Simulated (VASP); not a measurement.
The system is Pd.

```
Pd
1.0
     0.00000    1.94650    1.94650
     1.94650    0.00000    1.94650
     1.94650    1.94650    0.00000
Pd
1
Cartesian
  0.0000 0.0000 0.0000
```

* Program: VASP 6.6.1
* Task: relaxation of cell and atoms
* Functional: LDA
* Potentials or basis: VASP PAW LDA potentials, release 64 (Pd)
* Cutoff: 600 eV
* k mesh: 24 × 24 × 24
* Occupations: fermi-dirac, width 0.1 eV
* Spin: no spin polarisation

At the start: pressure -7.9 GPa; volume 14.75 Å³/atom.

Q: Where does the relaxation end?

A: Over 4 steps the energy falls by 14.4 meV/atom and the volume is 14.19 Å³/atom (-3.8 %); space group Fm-3m (No. 225, to 0.1 Å) before and after.

Step by step:
```csv
step,energy change (eV),largest force (eV/Å),pressure (GPa),volume (Å³)
1,0.0000,0.0000,-7.87,14.75
2,0.0355,0.0000,18.43,13.26
3,-0.0144,0.0000,-0.18,14.20
4,-0.0144,0.0000,0.01,14.19
```

Final structure:
```
Pd
1.0
     0.00000    1.92150    1.92150
     1.92150    0.00000    1.92150
     1.92150    1.92150    0.00000
Pd
1
Direct
  0.00000 0.00000 0.00000
```
